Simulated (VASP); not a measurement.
Set up this calculation in VASP 6.6.1, as the native input.

* Task: single point
* Functional: LDA
* Potentials or basis: VASP PAW PBE potentials, release 64 (Yb)
* Cutoff: 520 eV
* k mesh: 11 × 11 × 11
* Occupations: methfessel-paxton, width 1 eV
* Spin: no spin polarisation
* Dipole correction: no
* Further INCAR settings: ALGO = Normal; EDIFF = 1e-06; NBANDS = 18

The structure of Yb lies in POSCAR:

```
Yb
1.0
    0.0000000000      2.4569516026      2.4569516026
    2.4569516026      0.0000000000      2.4569516026
    2.4569516026      2.4569516026      0.0000000000
Yb
1
Direct
    0.0000000000      0.0000000000      0.0000000000
```

The input as run:

INCAR

```
SYSTEM = Yb
PREC = Accurate
ENCUT = 520
EDIFF = 1E-6
ISMEAR = 1
SIGMA = 1.0
LREAL = .False.
LASPH = .True.
NELM = 100
ALGO = Normal
ISIF = 2
LWAVE = .False.
LCHARG = .False.
GGA = CA
NBANDS = 18
```

KPOINTS

```
Automatic mesh
0
Gamma
  11 11 11
  0 0 0
```

Potentials or basis: VASP PAW PBE potentials, release 64 (Yb).

Command:

```bash
$ cat potpaw_PBE.64/Yb/POTCAR > POTCAR
$ mpirun -np 1 vasp_std > vasp.out
```

Results of the run:

| Item | Value |
| --- | --- |
| Pressure | 4.0 GPa |
| Band gap on the k mesh | zero (bands 12 and 13 overlap by 0.07 eV) |

Caveat: the cell stands under pressure; so wide a smearing shifts energies and pressures; the PAW data sets were made with another functional, which shifts forces and pressure a little; spin-orbit coupling is left out, which moves the levels of the heavy elements.

Run time: 75 s on 1 thread of AMD EPYC 7R13 Processor (Zen 3), with other jobs on the host, peak memory 0.14 GiB.
